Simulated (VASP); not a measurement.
# Cu (P6_3/mmc) in VASP: further runs

The runs below take Cu through electric field gradients, vibrations by perturbation theory, with PBE.

All numbers are computed with VASP 6.6.1; they aren't measurements. Logs are shortened: lines on timing, memory, paths and dates and some standing lists are left out, and cuts for length are marked.

## (1) The cell of the first run

The structure is hexagonal, space group P6_3/mmc (No. 194). The conventional cell has a = 2.564 Å, b = 2.564 Å, c = 4.207 Å, α = 90.00°, β = 90.00°, γ = 120.00°. Cu (site symmetry -6m2) has 12 Cu at 2.56 to 2.57 Å within 3.4 Å.

## (2) Electric field gradients, PBE

INCAR

```
PREC = Accurate
ENCUT = 520
EDIFF = 1E-8
ISMEAR = -1
SIGMA = 0.15
LREAL = F
LASPH = T
NELM = 100
ALGO = Normal
ISIF = 2
LWAVE = F
LCHARG = F
GGA = PE
LEFG = T
NBANDS = 18
```

KPOINTS

```
Automatic mesh
0
Gamma
  18 18 10
```

POSCAR

```
Cu
1.0
    2.5642561837      0.0000000000      0.0000000000
   -1.2821280918      2.2207109969      0.0000000000
    0.0000000000      0.0000000000      4.2069697295
Cu
2
Direct
    0.3333333333      0.6666666667      0.2500000000
    0.6666666667      0.3333333333      0.7500000000
```

Potentials or basis: VASP PAW PBE potentials, release 64 (Cu).

Started as:

```bash
> cat potpaw_PBE.64/Cu/POTCAR > POTCAR
> mpirun -np 1 vasp_std > vasp.out
```

OUTCAR:

```text
PREC = Accurate
   ENCUT = 520
   EDIFF = 1E-8
   ISMEAR = -1
   LREAL = F
   LASPH = T
   NELM = 100
   ISIF = 2
   GGA = PE

 ion  position               nearest neighbor table
   1  0.333  0.667  0.250-   2 2.57   2 2.57   2 2.57   2 2.57   2 2.57   2 2.57
   2  0.667  0.333  0.750-   1 2.57   1 2.57   1 2.57   1 2.57   1 2.57   1 2.57

  LATTYP: Found a hexagonal cell.
 ALAT       =     2.5642561837
 C/A-ratio  =     1.6406199023

  Lattice vectors:

 A1 = (   2.5642561837,   0.0000000000,   0.0000000000)
 A2 = (  -1.2821280918,   2.2207109969,   0.0000000000)
 A3 = (   0.0000000000,   0.0000000000,   4.2069697295)

Analysis of symmetry for initial positions (statically):
=====================================================================
 Subroutine PRICEL returns:
 Original cell was already a primitive cell.

 Routine SETGRP: Setting up the symmetry group for a
 hexagonal supercell.

 Subroutine GETGRP returns: Found 24 space group operations
 (whereof 12 operations were pure point group operations)
 out of a pool of 24 trial point group operations.

The static configuration has the point symmetry D_3d.
 The point group associated with its full space group is D_6h.

Analysis of symmetry for dynamics (positions and initial velocities):
=====================================================================
 Subroutine PRICEL returns:
 Original cell was already a primitive cell.

 Routine SETGRP: Setting up the symmetry group for a
 hexagonal supercell.

 Subroutine GETGRP returns: Found 24 space group operations
 (whereof 12 operations were pure point group operations)
 out of a pool of 24 trial point group operations.

The dynamic configuration has the point symmetry D_3d.
 The point group associated with its full space group is D_6h.

 Subroutine INISYM returns: Found 24 space group operations
 (whereof 12 operations are pure point group operations),
 and found     1 'primitive' translations

----------------------------------------------------------------------------------------

                                     Primitive cell

  volume of cell :      23.9565

  direct lattice vectors                    reciprocal lattice vectors
     2.564256184  0.000000000  0.000000000     0.389976636  0.225153116  0.000000000
[... 117 lines left out ...]
 non-spin polarized calculation
  energy-cutoff  :      520.00
  volume of cell :       23.96
 maximum number of plane-waves:       668
 NGX is ok and might be reduce to    20
   NGX =  9   NGY =  9   NGZ = 15

 number of electron      22.0000009 magnetization

 Free energy of the ion-electron system (eV)
  ---------------------------------------------------
  ext. energy  EPLUGINS =         0.00000000
  ---------------------------------------------------
  free energy    TOTEN  =        -7.46296132 eV

  energy without entropy =       -7.41331394  energy(sigma->0) =       -7.43813763

 E-fermi :   7.3992     XC(G=0): -12.6441

 val. band max:        7.3913464636   @ k =   0.1111   0.1111   0.2000
 cond. band min:       7.4070296829   @ k =   0.3333   0.0556   0.4000
 fundamental gap:      0.0156832193
 Fermi energy:         7.3991969565

 k-point     1 :       0.0000    0.0000    0.0000
  band No.  band energies     occupation
      1      -1.8327      2.00000
      2       2.4000      2.00000
      3       4.4054      2.00000
      4       4.4799      2.00000
      5       4.4799      2.00000
      6       4.6786      2.00000
[... 481 lines left out ...]
      5       4.3615      2.00000
      6       4.5080      2.00000
[... 10 lines left out ...]
     17      19.3655      0.00000
     18      26.0556      0.00000

 [... further k-points ...]
[... 5 lines left out ...]
  --------------------------------------------------------------------------------------
  -------------------------------------------------------------------------------------
  Total        0.0845034      0.0845034      0.0782130      0.0000000     -0.0000000      0.0000000
  in kB        5.6514751      5.6514751      5.2307840      0.0000000     -0.0000000      0.0000000
  external PRESSURE =       5.5112448 kB  Pullay stress =       0.0000000 kB

 VOLUME and BASIS-vectors are now :
 -----------------------------------------------------------------------------
  energy-cutoff  :      520.00
  volume of cell :       23.96
      direct lattice vectors                 reciprocal lattice vectors
     2.564256184  0.000000000  0.000000000     0.389976636  0.225153116  0.000000000
    -1.282128092  2.220710997  0.000000000     0.000000000  0.450306231  0.000000000
     0.000000000  0.000000000  4.206969729     0.000000000  0.000000000  0.237700783

 POSITION                                       TOTAL-FORCE (eV/Angst)
 -----------------------------------------------------------------------------------
     -0.00000      1.48047      1.05174         0.000000      0.000000      0.000000
      1.28213      0.74024      3.15523        -0.000000     -0.000000      0.000000
 -----------------------------------------------------------------------------------
    total drift:                                0.000000     -0.000000      0.000000

  FREE ENERGIE OF THE ION-ELECTRON SYSTEM (eV)
  ---------------------------------------------------
  free  energy   TOTEN  =        -7.4629613198 eV

  energy  without entropy=       -7.4133139424  energy(sigma->0) =       -7.43813763

 Electric field gradients (V/A^2)
---------------------------------------------------------------------
 ion       V_xx      V_yy      V_zz      V_xy      V_xz      V_yz
---------------------------------------------------------------------
   1       0.127     0.124    -0.251    -0.003     0.000    -0.000
   2       0.127     0.124    -0.251    -0.003    -0.000     0.000
---------------------------------------------------------------------

 Electric field gradients after diagonalization (V/A^2)
 (convention: |V_zz| > |V_xx| > |V_yy|)
----------------------------------------------------------------------
 ion       V_xx      V_yy      V_zz     asymmetry (V_yy - V_xx)/ V_zz
----------------------------------------------------------------------
   1       0.129     0.122    -0.251       0.025
   2       0.129     0.122    -0.251       0.025
----------------------------------------------------------------------

           NMR quadrupolar parameters

 Cq : quadrupolar parameter    Cq=e*Q*V_zz/h
 eta: asymmetry parameters     (V_yy - V_xx)/ V_zz
 Q  : nuclear electric quadrupole moment in mb (millibarn)
----------------------------------------------------------------------
 ion       Cq(MHz)       eta       Q (mb)
----------------------------------------------------------------------
   1      -0.001       0.025       1.000
   2      -0.001       0.025       1.000
----------------------------------------------------------------------
```

stdout:

```text
POSCAR found type information on POSCAR Cu
 POSCAR found :  1 types and       2 ions
 scaLAPACK will be used
 LDA part: xc-table for (Slater+PW92), standard interpolation
 POSCAR, INCAR and KPOINTS ok, starting setup
 FFT: planning ... GRIDC
 FFT: planning ... GRID_SOFT
 FFT: planning ... GRID
 WAVECAR not read
 entering main loop
ion   1

ion   2
```

Run time: 61 s. Hardware: 1 thread of Intel Xeon 6975P-C, shared host; peak memory 0.2 GiB.

Results:

- Free energy: -7.4630 eV
- Pressure: 0.6 GPa
- Band gap on the k mesh: zero (band 11 reaches 11.45 eV, above the bottom of band 12 at 5.47 eV)

Caveat: without QUAD_EFG the Cq values of the log hold for a quadrupole moment of 1 mb, not for the nuclei.

(Part 1 of 2 ends here.)
